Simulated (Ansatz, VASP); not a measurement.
# Two plane-wave programs on Si4C3

File INCAR:

```
ALGO = Normal
EDIFF = 1E-6
EDIFFG = -0.001
ENCUT = 600
GGA = PE
IBRION = 2
ISIF = 3
ISMEAR = 0
LASPH = True
LCHARG = False
LREAL = False
LWAVE = False
NELM = 80
NSW = 80
PREC = Accurate
SIGMA = 0.1
```

KPOINTS

```
k-points
0
Gamma
  12 12 2
```

The input POSCAR:

```
Si4C3
1.0
    3.1376460479      0.0000000000      0.0000000000
   -1.5688230240      2.7172811856      0.0000000000
    0.0000000000      0.0000000000     18.8078449859
Si C
8 6
Direct
    0.6666666667      0.3333333333      0.2644709854
    0.3333333333      0.6666666667      0.1306829532
    0.0000000000      0.0000000000      0.9972764707
    0.3333333333      0.6666666667      0.8005561923
    0.6666666667      0.3333333333      0.6659609753
    0.0000000000      0.0000000000      0.3981216404
    0.3333333333      0.6666666667      0.5317409026
    0.3333333333      0.6666666667      0.9265166804
    0.3333333333      0.6666666667      0.2311501129
    0.0000000000      0.0000000000      0.0979235019
    0.6666666667      0.3333333333      0.7682135796
    0.3333333333      0.6666666667      0.6332840853
    0.6666666667      0.3333333333      0.3651800736
    0.0000000000      0.0000000000      0.4992218464
```

Input for Ansatz:

```yaml
crystal:
  lattice:
    - [3.1376460479, 0.0, 0.0]
    - [-1.568823024, 2.7172811856, 0.0]
    - [0.0, 0.0, 18.8078449859]
  atoms:
    - { symbol: Si, position: [0.6666666667, 0.3333333333, 0.2644709854] }
    - { symbol: Si, position: [0.3333333333, 0.6666666667, 0.1306829532] }
    - { symbol: Si, position: [0.0, 0.0, 0.9972764707] }
    - { symbol: Si, position: [0.3333333333, 0.6666666667, 0.8005561923] }
    - { symbol: Si, position: [0.6666666667, 0.3333333333, 0.6659609753] }
    - { symbol: Si, position: [0.0, 0.0, 0.3981216404] }
    - { symbol: Si, position: [0.3333333333, 0.6666666667, 0.5317409026] }
    - { symbol: Si, position: [0.3333333333, 0.6666666667, 0.9265166804] }
    - { symbol: C, position: [0.3333333333, 0.6666666667, 0.2311501129] }
    - { symbol: C, position: [0.0, 0.0, 0.0979235019] }
    - { symbol: C, position: [0.6666666667, 0.3333333333, 0.7682135796] }
    - { symbol: C, position: [0.3333333333, 0.6666666667, 0.6332840853] }
    - { symbol: C, position: [0.6666666667, 0.3333333333, 0.3651800736] }
    - { symbol: C, position: [0.0, 0.0, 0.4992218464] }
basis:
  ecutwfc: 420
kpoints:
  mp_grid: { grid: [12, 12, 2] }
hamiltonian:
  xc: pbe
scf:
  occupations: { method: gaussian, width: 0.1 }
output:
  forces: true
  stress: true
  eigenvalues: true
  write_density: true
  write_potential: true
  elf: true
  volumetric_format: npy
relax:
  adjacent_minimum: "off"
  f_tol: 0.001
  max_steps: 60
  cell: { stress_tol: 0.01 }
```

Alike in both runs: task relaxation of cell and atoms; functional PBE; k mesh 12 × 12 × 2; occupations gaussian, width 0.1 eV; no spin polarisation.

|  | VASP | Ansatz |
| --- | --- | --- |
| version | VASP 6.6.1 | Ansatz 0.2.0 |
| potentials or method | VASP PAW PBE potentials, release 64 (Si, C), cutoff 600 eV | scalar-relativistic, plane waves, PAW |
| valence electrons in the cell | 56 | 56 |

Ansatz gave:

* gap on the k mesh at the Fermi level, each at its own relaxed structure (eV): none
* relaxed volume (Å³/atom): 11.45
* relaxed cell length with the largest relative difference (Å): 18.808

**Question.** Estimate VASP's values.

**Answer.** gap on the k mesh at the Fermi level, each at its own relaxed structure (eV): none; relaxed volume (Å³/atom): 11.44; relaxed cell length with the largest relative difference (Å): 18.801.

A gap of «none» marks a metal or a gap that the smearing closes.
